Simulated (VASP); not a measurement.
# Sb: relaxation of cell and atoms with PBE+D3(BJ)

The system is Sb.

```xyz
2
Lattice="2.1616 1.2480 3.6797 -2.1616 1.2480 3.6797 0.0000 -2.4960 3.6797" Properties=species:S:1:pos:R:3 pbc="T T T"
Sb    0.0000    0.0000    2.6069
Sb    0.0000    0.0000    8.4322
```

- Program: VASP 6.6.1
- Task: relaxation of cell and atoms
- Functional: PBE
- Dispersion: D3(BJ)
- Potentials or basis: VASP PAW PBE potentials, release 64 (Sb)
- Cutoff: 600 eV
- k mesh: 12 × 12 × 12
- Occupations: fermi-dirac, width 0.15 eV
- Spin: no spin polarisation
- Dipole correction: no
- Further INCAR settings: ALGO = Normal; EDIFF = 1e-06; IBRION = 2; EDIFFG = -0.001; NSW = 80; ISIF = 3

The relaxed volume is 29.58 Å³/atom. The relaxed cell is a = 4.431 Å, b = 4.431 Å, c = 4.431 Å, α = 58.33°, β = 58.33°, γ = 58.33°. The space group after relaxing (to 0.05 Å) is R-3m (No. 166) and the energy gained by relaxing is 0.8 meV/atom. The ionic steps are 21. The pressure after relaxing is 0.0 GPa. The band gap on the k mesh is zero (band 5 reaches 7.60 eV, above the bottom of band 6 at 7.36 eV) and the dispersion energy per atom is -0.483 eV.

The path:
```
step  energy change (eV)  largest force (eV/Å)  pressure (GPa)  volume (Å³)
   1              0.0000                0.1002            0.04        59.56
   2             -0.0007                0.0549           -0.15        59.63
   3             -0.0009                0.0011           -0.39        59.72
   4             -0.0009                0.0144           -0.33        59.70
   5             -0.0014                0.0094           -0.16        59.46
   6             -0.0015                0.0034            0.01        59.21
   7             -0.0016                0.0025            0.01        59.20
   8             -0.0016                0.0000            0.00        59.17
   9             -0.0016                0.0047           -0.02        59.12
  10             -0.0016                0.0020           -0.01        59.16
  11             -0.0016                0.0020           -0.01        59.16
  12             -0.0016                0.0006           -0.01        59.13
  13             -0.0016                0.0020            0.02        59.12
  14             -0.0016                0.0008            0.03        59.13
  15             -0.0016                0.0005            0.02        59.13
  16             -0.0016                0.0009            0.02        59.15
  17             -0.0016                0.0049           -0.05        59.20
  18             -0.0016                0.0017           -0.01        59.16
  19             -0.0016                0.0012           -0.01        59.16
  20             -0.0016                0.0010           -0.01        59.15
  21             -0.0016                0.0009            0.00        59.15
```

Final structure:
```xyz
2
Lattice="2.1592 1.2466 3.6628 -2.1592 1.2466 3.6628 0.0000 -2.4932 3.6628" Properties=species:S:1:pos:R:3 pbc="T T T"
Sb    0.0000    0.0000    2.6127
Sb    0.0000    0.0000    8.3756
```

Levels at points of the mesh, in eV from the Fermi level:
```tsv
k point	band 2	band 3	band 4	band 5	band 6	band 7	band 8	band 9
(0.00, 0.00, 0.00)	-4.56	-1.90	-1.72	-1.72	2.59	2.99	2.99	4.99
(0.50, 0.00, 0.00)	-9.66	-1.55	-1.40	-0.26	-0.03	0.26	0.30	8.06
(0.50, 0.50, 0.00)	-7.73	-5.56	-3.72	-3.64	1.77	5.20	5.54	7.30
(0.50, 0.50, 0.50)	-9.18	-1.10	-1.10	-0.26	-0.03	-0.03	0.97	7.57
```

Run time: 15 min on 1 thread of Intel Xeon 8259CL, with other jobs on the host, peak memory 0.3 GiB.

Caveat: spin-orbit coupling is left out, which moves the levels of the heavy elements; pairwise dispersion overbinds metals, which lowers pressure and volume.
